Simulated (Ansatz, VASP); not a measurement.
# Al3GaN4 in VASP and in Ansatz

File INCAR:

```
  ALGO = Normal
  EDIFF = 1E-6
  ENCUT = 520
  GGA = PS
  ISIF = 2
  ISMEAR = 0
  LASPH = T
  LCHARG = F
  LREAL = F
  LWAVE = F
  NBANDS = 31
  NELM = 100
  PREC = Accurate
  SIGMA = 0.05
```

KPOINTS

```
k-points
0
Gamma
  6 8 4
```

File POSCAR:

```
Al3GaN4
1.0
    5.0434079713      0.0000000000      0.0001149907
    0.0000000000      3.1300738974      0.0000000000
   -0.0032362569      0.0000000000      5.4179919474
Al Ga N
3 1 4
Direct
    0.4995814062      0.5000000000      0.1507288791
   -0.0080574294      0.5000000000      0.8352258538
    0.0068771168      0.0000000000      0.3346935770
    0.5018515045      0.0000000000      0.6746612229
    0.1099247544      0.0000000000      0.6724849366
    0.1214808965      0.5000000000      0.1624127901
    0.6246992535      0.5000000000      0.8295420333
    0.6211312949      0.0000000000      0.3188068911
```

Input for Ansatz:

```yaml
crystal:
  lattice:
    - [5.0434079713, 0.0, 0.0001149907]
    - [0.0, 3.1300738974, 0.0]
    - [-0.0032362569, 0.0, 5.4179919474]
  atoms:
    - { symbol: Al, position: [0.4995814062, 0.5, 0.1507288791] }
    - { symbol: Al, position: [-0.0080574294, 0.5, 0.8352258538] }
    - { symbol: Al, position: [0.0068771168, 0.0, 0.334693577] }
    - { symbol: Ga, position: [0.5018515045, 0.0, 0.6746612229] }
    - { symbol: "N", position: [0.1099247544, 0.0, 0.6724849366] }
    - { symbol: "N", position: [0.1214808965, 0.5, 0.1624127901] }
    - { symbol: "N", position: [0.6246992535, 0.5, 0.8295420333] }
    - { symbol: "N", position: [0.6211312949, 0.0, 0.3188068911] }
basis:
  ecutwfc: 420
kpoints:
  mp_grid: { grid: [6, 8, 4] }
hamiltonian:
  xc: pbesol
scf:
  occupations: { method: gaussian, width: 0.05 }
output:
  forces: true
  stress: true
  eigenvalues: true
```

Change from the starting cell: mode 10 (414.8 1/cm) frozen in, largest displacement -0.090 Å.

Alike in both runs: task single point; functional PBEsol; k mesh 6 × 8 × 4; occupations gaussian, width 0.05 eV; no spin polarisation.

|  | VASP | Ansatz |
| --- | --- | --- |
| version | VASP 6.6.1 | Ansatz 0.2.0 |
| potentials or method | VASP PAW PBE potentials, release 64 (Al, Ga_d, N), cutoff 520 eV | scalar-relativistic, plane waves, PAW |
| valence electrons in the cell | 42 | 42 |

|  | VASP | Ansatz | Ansatz less VASP |
| --- | --- | --- | --- |
| gap on the k mesh at the Fermi level (eV) | 3.39 | 3.37 | -0.016 |
| least direct gap on the mesh (eV) | 3.39 | 3.37 | -0.016 |
| pressure (GPa) | 0.5 | 0.6 | +0.08 |
| traceless stress, the component that is largest in VASP (GPa) | 1.48 | 1.55 | +0.069 |
| rms of the force components (eV/Å) | 0.576 | 0.579 | +0.0023 |

VASP's potentials were made for PBE, not for PBEsol. Atom by atom the forces differ by 0.007 eV/Å (rms over components). The functional is the same, so the differences come from potentials, cutoffs and numerics.
